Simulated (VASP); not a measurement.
Here is a VASP 6.6.1 calculation.

Contents of INCAR:

```
  PREC = Accurate
  ENCUT = 520
  EDIFF = 1E-6
  ISMEAR = 0
  SIGMA = 0.05
  LREAL = False
  LASPH = True
  NELM = 60
  ALGO = Normal
  ISIF = 2
  LWAVE = False
  LCHARG = True
  GGA = PS
  LELF = True
  LVHAR = True
  NBANDS = 14
```

The input KPOINTS:

```
Automatic mesh
0
Gamma
  10 10 10
```

Contents of POSCAR:

```
NaCl
1.0
    3.4475495236      0.0000000000      0.0000000000
    0.0000000000      3.4475495236      0.0000000000
    0.0000000000      0.0000000000      3.4475495236
Na Cl
1 1
Direct
    0.0000000000      0.0000000000      0.0000000000
    0.5000000000      0.5000000000      0.5000000000
```

Potentials or basis: VASP PAW PBE potentials, release 64 (Na_pv, Cl).

The run is started by

```sh
$ cat potpaw_PBE.64/Na_pv/POTCAR potpaw_PBE.64/Cl/POTCAR > POTCAR
$ mpirun -np 1 vasp_std > vasp.out
```

Problem. Predict the band gap on the k mesh.

Solution. 3.99 eV, indirect (least direct gap 4.53 eV).

Problem. Estimate the pressure.

Solution. 0.0 GPa.

Caveat: the PAW data sets were made with another functional, which shifts forces and pressure a little. A k mesh can miss the band edges.
